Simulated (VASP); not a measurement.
Wanted: the native input for a VASP 6.6.1 run.

- Task: single point
- Functional: PBE
- Potentials or basis: VASP PAW PBE potentials, release 64 (Ti_sv)
- Cutoff: 520 eV
- k mesh: 1 × 1 × 12
- Occupations: gaussian, width 0.05 eV
- Spin: no spin polarisation
- Dipole correction: no
- Further INCAR settings: ALGO = Normal; EDIFF = 1e-07; NBANDS = 64

The structure of Ti lies in POSCAR:

```
Ti
1.0
   13.6000000000      0.0000000000      0.0000000000
    0.0000000000     12.6000000000      0.0000000000
    0.0000000000      0.0000000000      2.9346518190
Ti
9
Direct
    0.5000000000      0.5000000000      0.0000000000
    0.3221944979      0.5000000000      0.5000000000
    0.6778055021      0.5000000000      0.5000000000
    0.3390574152      0.6735309898      0.0000000000
    0.3390574152      0.3264690102      0.0000000000
    0.6609425848      0.6735309898      0.0000000000
    0.6609425848      0.3264690102      0.0000000000
    0.5000000000      0.6924616341      0.5000000000
    0.5000000000      0.3075383659      0.5000000000
```

These files were run (other wordings do the same):

INCAR

```
PREC = Accurate
ENCUT = 520
EDIFF = 1E-7
ISMEAR = 0
SIGMA = 0.05
LREAL = False
LASPH = True
NELM = 100
ALGO = Normal
ISIF = 2
LWAVE = False
LCHARG = False
GGA = PE
NBANDS = 64
```

KPOINTS

```
Automatic mesh
0
Gamma
  1 1 12
```

Potentials or basis: VASP PAW PBE potentials, release 64 (Ti_sv).

Command:

```console
$ cat potpaw_PBE.64/Ti_sv/POTCAR > POTCAR
$ mpirun -np 1 vasp_std > vasp.out
```

Results of the run:

* Largest force: 0.017 eV/Å
* Band gap on the k mesh: zero (bands 54 and 55 overlap by 0.43 eV)

Run time: 5 min on 1 thread of Intel(R) Xeon(R) 6975P-C (Granite Rapids) (shared host), peak memory 0.57 GiB.
